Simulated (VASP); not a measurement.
# Pd (P6/mmm) in VASP: notebook

Runs on Pd. Level: PBE. Tasks: single point, relaxation of cell and atoms.

Everything below comes from runs of VASP 6.6.1. Logs are shortened: lines on timing, memory, paths and dates and some standing lists are left out, and cuts for length are marked.

### 1 The cell of the first run

Symmetry: P6/mmm, No. 191, hexagonal system. The conventional cell has a = 3.904 Å, b = 3.904 Å, c = 2.319 Å, α = 90.00°, β = 90.00°, γ = 120.00°. Pd (site symmetry 6/mmm) has 14 Pd at 2.32 to 2.53 Å within 3.1 Å. Pd (site symmetry -6m2) has 11 Pd at 2.25 to 2.53 Å within 3.0 Å.

This isn't the form of Pd at room conditions, which is fcc.

### 2 Single point, PBE (10.20 Å³/atom)

File INCAR:

```
SYSTEM = Pd
  PREC = Accurate
  ENCUT = 630
  EDIFF = 1E-6
  ISMEAR = -1
  SIGMA = 0.1
  LREAL = .FALSE.
  LASPH = .TRUE.
  NELM = 120
  ALGO = Normal
  ISIF = 2
  LWAVE = .FALSE.
  LCHARG = .FALSE.
  GGA = PE
  NBANDS = 34
  GGA_COMPAT = .FALSE.
```

File KPOINTS:

```
Automatic mesh
0
G
  9 9 12
  0 0 0
```

File POSCAR:

```
Pd
1.0
    3.9038663883      0.0000000000      0.0000000000
   -1.9519331942      3.3808474653      0.0000000000
    0.0000000000      0.0000000000      2.3194056156
Pd
3
Direct
    0.0000000000      0.0000000000      0.0000000000
    0.3333333333      0.6666666667      0.5000000000
    0.6666666667      0.3333333333      0.5000000000
```

Potentials or basis: VASP PAW PBE potentials, release 64 (Pd_sv_GW).

The run is started by

```
> cat potpaw_PBE.64/Pd_sv_GW/POTCAR > POTCAR
> mpirun -np 1 vasp_std > vasp.out
```

OUTCAR:

```text
SYSTEM = Pd
   PREC = Accurate
   ENCUT = 630
   EDIFF = 1E-6
   ISMEAR = -1
   LREAL = .FALSE.
   LASPH = .TRUE.
   NELM = 120
   ISIF = 2
   GGA = PE

 ion  position               nearest neighbor table
   1  0.000  0.000  0.000-   2 2.53   3 2.53   2 2.53   3 2.53   3 2.53   3 2.53   2 2.53   2 2.53
                             3 2.53   3 2.53   2 2.53   2 2.53
   2  0.333  0.667  0.500-   3 2.25   3 2.25   3 2.25   1 2.53   1 2.53   1 2.53   1 2.53   1 2.53
                             1 2.53
   3  0.667  0.333  0.500-   2 2.25   2 2.25   2 2.25   1 2.53   1 2.53   1 2.53   1 2.53   1 2.53
                             1 2.53

  LATTYP: Found a hexagonal cell.
 ALAT       =     3.9038663883
 C/A-ratio  =     0.5941303787

  Lattice vectors:

 A1 = (   3.9038663883,   0.0000000000,   0.0000000000)
 A2 = (  -1.9519331942,   3.3808474653,   0.0000000000)
 A3 = (   0.0000000000,   0.0000000000,   2.3194056156)

Analysis of symmetry for initial positions (statically):
=====================================================================
 Subroutine PRICEL returns:
 Original cell was already a primitive cell.

 Routine SETGRP: Setting up the symmetry group for a
 hexagonal supercell.

 Subroutine GETGRP returns: Found 24 space group operations
 (whereof 24 operations were pure point group operations)
 out of a pool of 24 trial point group operations.

The static configuration has the point symmetry D_6h.

Analysis of symmetry for dynamics (positions and initial velocities):
=====================================================================
 Subroutine PRICEL returns:
 Original cell was already a primitive cell.

 Routine SETGRP: Setting up the symmetry group for a
 hexagonal supercell.

 Subroutine GETGRP returns: Found 24 space group operations
 (whereof 24 operations were pure point group operations)
 out of a pool of 24 trial point group operations.

The dynamic configuration has the point symmetry D_6h.

 Subroutine INISYM returns: Found 24 space group operations
 (whereof 24 operations are pure point group operations),
 and found     1 'primitive' translations

----------------------------------------------------------------------------------------

                                     Primitive cell

  volume of cell :      30.6124

  direct lattice vectors                    reciprocal lattice vectors
     3.903866388  0.000000000  0.000000000     0.256156308  0.147891913  0.000000000
    -1.951933194  3.380847465  0.000000000     0.000000000  0.295783826  0.000000000
     0.000000000  0.000000000  2.319405616     0.000000000  0.000000000  0.431144942

  length of vectors
     3.903866388  3.903866388  2.319405616     0.295783826  0.295783826  0.431144942

  position of ions in fractional coordinates (direct lattice)
     0.000000000  0.000000000  0.000000000
     0.333333333  0.666666667  0.500000000
     0.666666667  0.333333333  0.500000000

  ion indices of the primitive-cell ions
   primitive index   ion index
                 1           1
                 2           2
                 3           3

----------------------------------------------------------------------------------------

 KPOINTS: Automatic mesh

Automatic generation of k-mesh.
 Grid dimensions read from file:
 generate k-points for:    9    9   12

 Generating k-lattice:

  Cartesian coordinates                     Fractional coordinates (reciprocal lattice)
     0.028461812  0.016432435  0.000000000     0.111111111  0.000000000  0.000000000
     0.000000000  0.032864870  0.000000000     0.000000000  0.111111111  0.000000000
     0.000000000  0.000000000  0.035928745     0.000000000  0.000000000  0.083333333

  Length of vectors
     0.032864870  0.032864870  0.035928745

  Shift w.r.t. Gamma in fractional coordinates (k-lattice)
     0.000000000  0.000000000  0.000000000

 Subroutine IBZKPT returns following result:
 ===========================================

 Found     84 irreducible k-points:

 Following reciprocal coordinates:
            Coordinates               Weight
  0.000000  0.000000  0.000000      1.000000
  0.111111 -0.000000  0.000000      6.000000
  0.222222 -0.000000  0.000000      6.000000
  0.333333 -0.000000  0.000000      6.000000
  0.444444 -0.000000  0.000000      6.000000
  0.111111  0.111111  0.000000      6.000000
[... 16 lines left out ...]
  0.333333  0.222222  0.083333     24.000000
  0.333333  0.333333  0.083333      4.000000
 [... further k-points ...]
   k-points           NKPTS =     84   k-points in BZ     NKDIM =     84   number of bands    NBANDS=     34
   number of dos      NEDOS =    301   number of ions     NIONS =      3
   total plane-waves  NPLWV =  20480
   dimension x,y,z NGX =    32 NGY =   32 NGZ =   20
   dimension x,y,z NGXF=    64 NGYF=   64 NGZF=   40
   ions per type =               3
   NGX,Y,Z   is equivalent  to a cutoff of  13.63, 13.63, 14.34 a.u.
   NGXF,Y,Z  is equivalent  to a cutoff of  27.25, 27.25, 28.67 a.u.
 SYSTEM =  Pd
   PREC   = accura    normal or accurate (medium, high low for compatibility)
   ISTART =      0    job   : 0-new  1-cont  2-samecut
   ICHARG =      2    charge: 1-file 2-atom 10-const
   ISPIN  =      1    spin polarized calculation?
   LNONCOLLINEAR =      F non collinear calculations
   LSORBIT =      F    spin-orbit coupling
   LASPH  =      T    aspherical Exc in radial PAW
   ENCUT  =  630.0 eV  46.30 Ry    6.80 a.u.   7.99  7.99  4.75*2*pi/ulx,y,z
   NELM   =    120;   NELMIN=  2; NELMDL= -5     # of ELM steps
   EDIFF  = 0.1E-05   stopping-criterion for ELM
   LREAL  =      F    real-space projection
[... 7 lines left out ...]
   TEBEG  =    0.0;   TEEND  =   0.0 temperature during run
   PSTRESS=    0.0 pullay stress
   NELECT =      54.0000    total number of electrons
   NUPDOWN=      -1.0000    fix difference up-down
   EMIN   =  10.00;   EMAX   =-10.00  energy-range for DOS
   EFERMI =   0.00;   METHOD = LEGACY
   ISMEAR =    -1;   SIGMA  =   0.10  broadening in eV -4-tet -1-fermi 0-gaus
   EFERMI_NEDOS =   21; number of points for ismear=-14 and -15
   IALGO  =     38    algorithm
   IMIX   =      4    mixing-type and parameters
     AMIX     =   0.40;   BMIX     =  1.00
     AMIX_MAG =   1.60;   BMIX_MAG =  1.00
  volume/ion in A,a.u.               =      10.20        68.86
  Fermi-wavevector in a.u.,A,eV,Ry     =   1.978064  3.737999 53.236022  3.912737
  Thomas-Fermi vector in A             =   2.998983
   LORBIT       =      0    0 simple, 1 ext, 2 COOP (PROOUT), +10 PAW based schemes
   GGA     = PE    functional components
   LHFCALC =     F    Hartree Fock is set to
   AEXX    =    0.0000 exact exchange contribution
   IVDW    =     0    specifies the selected vdW correction
   LEPSILON=     F    determine dielectric tensor
   LRPA    =     F    only Hartree local field effects (RPA)
 non-spin polarized calculation
  energy-cutoff  :      630.00
  volume of cell :       30.61
 maximum number of plane-waves:      1122
 NGX is ok and might be reduce to    32
   NGX = 15   NGY = 15   NGZ =  9

 number of electron      53.9999999 magnetization

 Free energy of the ion-electron system (eV)
  ---------------------------------------------------
  ext. energy  EPLUGINS =         0.00000000
  ---------------------------------------------------
  free energy    TOTEN  =        -3.95837981 eV

  energy without entropy =       -3.84940698  energy(sigma->0) =       -3.90389340

 E-fermi :  15.4469     XC(G=0): -16.0423

 val. band max:       15.4447596293   @ k =   0.3333   0.2222   0.4167
 cond. band min:      15.4472621001   @ k =   0.3333  -0.0000   0.2500
 fundamental gap:      0.0025024708
 Fermi energy:        15.4469307904

 k-point     1 :       0.0000    0.0000    0.0000
  band No.  band energies     occupation
      1     -70.3500      2.00000
      2     -69.9925      2.00000
      3     -69.7957      2.00000
      4     -36.5379      2.00000
      5     -36.5379      2.00000
      6     -35.9378      2.00000
[... 26 lines left out ...]
     33      26.7238      0.00000
     34      27.0404      0.00000

 k-point     2 :       0.1111   -0.0000    0.0000
  band No.  band energies     occupation
      1     -70.3391      2.00000
      2     -70.0015      2.00000
      3     -69.7980      2.00000
      4     -36.5785      2.00000
      5     -36.5438      2.00000
      6     -35.8834      2.00000
[... 26 lines left out ...]
     33      27.6194      0.00000
     34      28.2249      0.00000

 k-point     3 :       0.2222   -0.0000    0.0000
  band No.  band energies     occupation
      1     -70.3086      2.00000
      2     -70.0271      2.00000
      3     -69.8041      2.00000
      4     -36.6616      2.00000
      5     -36.5249      2.00000
      6     -35.7589      2.00000
[... 26 lines left out ...]
     33      29.5778      0.00000
     34      30.0869      0.00000

 k-point     4 :       0.3333   -0.0000    0.0000
  band No.  band energies     occupation
      1     -70.2649      2.00000
      2     -70.0648      2.00000
      3     -69.8115      2.00000
      4     -36.7371      2.00000
      5     -36.4416      2.00000
      6     -35.6760      2.00000
[... 26 lines left out ...]
     33      30.9147      0.00000
     34      31.3763      0.00000

 k-point     5 :       0.4444   -0.0000    0.0000
  band No.  band energies     occupation
      1     -70.2230      2.00000
      2     -70.1025      2.00000
      3     -69.8166      2.00000
      4     -36.7797      2.00000
      5     -36.3157      2.00000
      6     -35.8583      2.00000
[... 621 lines left out ...]
 k-point    22 :       0.2222    0.2222    0.0833
  band No.  band energies     occupation
      1     -70.2297      2.00000
      2     -70.0747      2.00000
      3     -69.8058      2.00000
      4     -36.6825      2.00000
      5     -36.4374      2.00000
      6     -35.8012      2.00000
[... 26 lines left out ...]
     33      32.3213      0.00000
     34      32.4423      0.00000

 k-point    23 :       0.3333    0.2222    0.0833
  band No.  band energies     occupation
      1     -70.1883      2.00000
      2     -70.1123      2.00000
      3     -69.8104      2.00000
      4     -36.6873      2.00000
      5     -36.3232      2.00000
      6     -36.0102      2.00000
[... 26 lines left out ...]
     33      32.9353      0.00000
     34      33.1300      0.00000

 k-point    24 :       0.3333    0.3333    0.0833
  band No.  band energies     occupation
      1     -70.1494      2.00000
      2     -70.1494      2.00000
      3     -69.8124      2.00000
      4     -36.6641      2.00000
      5     -36.2001      2.00000
      6     -36.2001      2.00000
[... 26 lines left out ...]
     33      31.9384      0.00000
     34      33.3640      0.00000

 [... further k-points ...]

------------------------ aborting loop because EDIFF is reached ----------------------------------------

  FORCE on cell =-STRESS in cart. coord.  units (eV):
  Direction    XX          YY          ZZ          XY          YZ          ZX
  --------------------------------------------------------------------------------------
  -------------------------------------------------------------------------------------
  Total       40.9830114     40.9830114     41.0223204     -0.0000000      0.0000000      0.0000000
  in kB     2144.9502472   2144.9502473   2147.0075842     -0.0000000      0.0000000      0.0000000
  external PRESSURE =    2145.6360262 kB  Pullay stress =       0.0000000 kB

 VOLUME and BASIS-vectors are now :
 -----------------------------------------------------------------------------
  energy-cutoff  :      630.00
  volume of cell :       30.61
      direct lattice vectors                 reciprocal lattice vectors
     3.903866388  0.000000000  0.000000000     0.256156308  0.147891913  0.000000000
    -1.951933194  3.380847465  0.000000000     0.000000000  0.295783826  0.000000000
     0.000000000  0.000000000  2.319405616     0.000000000  0.000000000  0.431144942

 POSITION                                       TOTAL-FORCE (eV/Angst)
 -----------------------------------------------------------------------------------
      0.00000      0.00000      0.00000        -0.000000      0.000000      0.000000
     -0.00000      2.25390      1.15970         0.000000      0.000000      0.000000
      1.95193      1.12695      1.15970        -0.000000     -0.000000     -0.000000
 -----------------------------------------------------------------------------------
    total drift:                               -0.000000      0.000000      0.000000

  FREE ENERGIE OF THE ION-ELECTRON SYSTEM (eV)
  ---------------------------------------------------
  free  energy   TOTEN  =        -3.9583798132 eV

  energy  without entropy=       -3.8494069781  energy(sigma->0) =       -3.90389340
```

Run time: 59 s. Hardware: 1 thread of Intel Xeon Platinum 8559C (Emerald Rapids), shared host; peak memory 0.23 GiB.

What came out:

| Quantity | Value |
| --- | --- |
| Free energy | -3.9584 eV |
| Pressure | 214.6 GPa |
| Band gap on the k mesh | zero (bands 27 and 28 overlap by 1.91 eV) |

Stress tensor (GPa, compression positive):
```
214.50   0.00   0.00
  0.00 214.50   0.00
  0.00   0.00 214.70
```

Caveat: the cell stands under pressure.

### 3 Relaxation of cell and atoms, PBE

This run uses another cell than the first one, of 15.37 Å³/atom.

File INCAR:

```
SYSTEM = Pd
  PREC = Accurate
  ENCUT = 600
  EDIFF = 1E-7
  ISMEAR = -1
  SIGMA = 0.1
  LREAL = .FALSE.
  LASPH = .TRUE.
  NELM = 60
  ALGO = Normal
  ISIF = 3
  LWAVE = .FALSE.
  LCHARG = .FALSE.
  GGA = PE
  IBRION = 2
  NSW = 60
  EDIFFG = -0.005
```

File KPOINTS:

```
regular mesh
0
G
  9 9 12
  0 0 0
```

File POSCAR:

```
Pd
1.0
    4.4120772024      0.0000000000      0.0000000000
   -2.2060386012      3.8209709407      0.0000000000
    0.0000000000      0.0000000000      2.7354878655
Pd
3
Direct
    0.0000000000      0.0000000000      0.0000000000
    0.3333333333      0.6666666667      0.5000000000
    0.6666666667      0.3333333333      0.5000000000
```

Potentials or basis: VASP PAW PBE potentials, release 64 (Pd).

The run is started by

```
> cat potpaw_PBE.64/Pd/POTCAR > POTCAR
> mpirun -np 1 vasp_std > vasp.out
```

Wall time 3.4 min (1 thread of Intel Xeon 6975P-C (Granite Rapids), shared host); peak memory 0.23 GiB.

Results (log left out):

```yaml
Free_energy: -15.4344 eV
Relaxed_volume: 15.66 Å³/atom
Relaxed_cell: a = 4.500 Å, b = 4.500 Å, c = 2.679 Å, α = 90.00°, β = 90.00°, γ = 120.00°
Space_group_after_relaxing_to_0.1_Å: P6/mmm (No. 191)
Energy_gained_by_relaxing: 16.0 meV/atom
Ionic_steps: 10
Pressure_after_relaxing: 0.0 GPa
Band_gap_on_the_k_mesh: zero (bands 15 and 16 overlap by 0.88 eV)
```

Step by step:
| step | energy change (eV) | largest force (eV/Å) | pressure (GPa) | volume (Å³) |
| --- | --- | --- | --- | --- |
| 1 | 0.0000 | 0.0000 | 3.59 | 46.12 |
| 2 | -0.0270 | 0.0000 | -4.39 | 48.42 |
| 3 | -0.0412 | 0.0000 | -1.76 | 47.54 |
| 4 | -0.0463 | 0.0000 | 0.74 | 46.77 |
| 5 | -0.0479 | 0.0000 | -0.10 | 47.01 |
| 6 | -0.0479 | 0.0000 | -0.14 | 47.02 |
| 7 | -0.0479 | 0.0000 | 0.05 | 46.97 |
| 8 | -0.0479 | 0.0000 | -0.02 | 46.99 |
| 9 | -0.0479 | 0.0000 | -0.03 | 46.99 |
| 10 | -0.0479 | 0.0000 | 0.01 | 46.98 |

Final structure:
```
Pd
1.0
     4.49991    0.00000    0.00000
    -2.24996    3.89704    0.00000
     0.00000    0.00000    2.67902
Pd
3
Direct
  0.00000 0.00000 0.00000
  0.33333 0.66667 0.50000
  0.66667 0.33333 0.50000
```

Levels at points of the mesh, in eV from the Fermi level:
| k point | band 12 | band 13 | band 14 | band 15 | band 16 | band 17 | band 18 | band 19 |
| --- | --- | --- | --- | --- | --- | --- | --- | --- |
| (0.00, 0.00, 0.00) | -1.50 | -1.36 | -1.36 | 0.10 | 0.10 | 7.27 | 7.27 | 7.28 |
| (0.00, 0.00, 0.50) | -0.47 | -0.20 | -0.20 | 0.65 | 2.32 | 3.09 | 9.23 | 9.91 |
